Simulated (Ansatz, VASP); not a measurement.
## Two plane-wave programs on SnSe

```xyz
2
Lattice="0.0000 2.9169 2.9169 2.9169 0.0000 2.9169 2.9169 2.9169 0.0000" Properties=species:S:1:pos:R:3 pbc="T T T"
Sn    0.0000    0.0000    0.0000
Se    2.9169    2.9169    2.9169
```

Alike in both runs: task single point; functional LDA; k mesh 8 × 8 × 8; occupations gaussian, width 0.02 eV; no spin polarisation.

|  | VASP | Ansatz |
| --- | --- | --- |
| version | VASP 6.6.1 | Ansatz 0.2.0 |
| potentials or method | VASP PAW LDA potentials, release 64 (Sn_d, Se), cutoff 520 eV | scalar-relativistic, plane waves, PAW |
| valence electrons in the cell | 20 | 30 |

```csv
,VASP,Ansatz,Ansatz less VASP
gap on the k mesh at the Fermi level (eV),0.72,0.73,+0.010
least direct gap on the mesh (eV),0.92,0.94,+0.015
pressure (GPa),2.1,1.9,-0.12
```

LDA's correlation is that of Perdew and Zunger in VASP and of Perdew and Wang (1992) in Ansatz. VASP's potentials hold 20 valence electrons a cell and Ansatz's 30, so a difference there can come from the potentials and not from the codes.
